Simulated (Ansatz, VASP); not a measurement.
Given: the input of a run of Ansatz 0.2.0 on HfGe.

input.yaml

```yaml
crystal:
  lattice:
    - [3.5694991815, 0.0, 0.0]
    - [0.0, 3.5694991815, 0.0]
    - [0.0, 0.0, 3.5694991815]
  atoms:
    - { symbol: Hf, position: [0.0, 0.0, 0.0] }
    - { symbol: Ge, position: [0.5, 0.5, 0.5] }
kpoints:
  mp_grid: { grid: [8, 8, 8] }
scf:
  occupations: { method: fermi_dirac, width: 0.05 }
hamiltonian:
  xc: pbe
  pseudopotentials: { kind: all_electron, lapw: { basis_error: 0.0005 } }
output:
  forces: true
  stress: true
  eigenvalues: true
```

Potentials or basis: all-electron LAPW, scalar-relativistic.

Run with:

```console
$ ansatz run input.yaml --threads 1 --pin off --max-ram 3072MiB --backend cpu --events-out ev --progress --plain --runs-dir out
```

Q: Translate it to VASP 6.6.1. Potentials there: VASP PAW PBE potentials, release 64 (Hf_pv, Ge_d).

A: As run (the cutoff follows the program's own potentials):

The input INCAR:

```
PREC = Accurate
ENCUT = 520
EDIFF = 1E-6
ISMEAR = -1
SIGMA = 0.05
LREAL = F
LASPH = T
NELM = 60
ALGO = Normal
ISIF = 2
LWAVE = F
LCHARG = F
GGA = PE
NBANDS = 19
```

The input KPOINTS:

```
Automatic mesh
0
Gamma
  8 8 8
```

File POSCAR:

```
HfGe
1.0
    3.5694991815      0.0000000000      0.0000000000
    0.0000000000      3.5694991815      0.0000000000
    0.0000000000      0.0000000000      3.5694991815
Hf Ge
1 1
Direct
    0.0000000000      0.0000000000      0.0000000000
    0.5000000000      0.5000000000      0.5000000000
```

Potentials or basis: VASP PAW PBE potentials, release 64 (Hf_pv, Ge_d).

Run with:

```sh
$ cat potpaw_PBE.64/Hf_pv/POTCAR potpaw_PBE.64/Ge_d/POTCAR > POTCAR
$ mpirun -np 1 vasp_std > vasp.out
```

Both were run:

|  | VASP | Ansatz | Ansatz less VASP |
| --- | --- | --- | --- |
| gap on the k mesh at the Fermi level (eV) | none | none | - |
| pressure (GPa) | -14.8 | -14.4 | +0.33 |

A gap of «none» marks a metal or a gap that the smearing closes. Ansatz ran all-electron here, and VASP with PAW potentials.

Spin-orbit coupling is off throughout.
